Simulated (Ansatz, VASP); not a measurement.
# BiP2 in VASP and in Ansatz

```
Bi P
1.0
     7.04730    0.00000    0.00000
     0.00000    7.04730    0.00000
     0.00000    0.00000    3.09089
Bi P
2 4
Cartesian
  0.0000 0.0000 0.0000
  3.5237 3.5237 0.0000
  0.7426 2.7810 0.0000
  2.7810 6.3047 0.0000
  6.3047 4.2663 0.0000
  4.2663 0.7426 0.0000
```

Alike in both runs: functional PBE; k mesh 4 × 4 × 6; occupations gaussian, width 0.1 eV; no spin polarisation.

Ansatz relaxed the structure, and its values are those at the end. VASP's run is a single point on that final structure, the one shown.

```csv
,VASP,Ansatz
version,VASP 6.6.1,Ansatz 0.2.0
potentials or method,"VASP PAW PBE potentials, release 64 (Bi_d, P), cutoff 520 eV","scalar-relativistic, plane waves, PAW"
valence electrons in the cell,50,50
```

|  | VASP | Ansatz | Ansatz less VASP |
| --- | --- | --- | --- |
| gap on the k mesh at the Fermi level (eV) | none | none | - |
| pressure (GPa) | -0.1 | 0.0 | +0.12 |
| rms of the force components (eV/Å) | 0.024 | 0.002 | -0.0217 |

A gap of «none» marks a metal or a gap that the smearing closes. The functional is the same, so the differences come from potentials, cutoffs and numerics.

Neither program's run includes spin-orbit coupling.
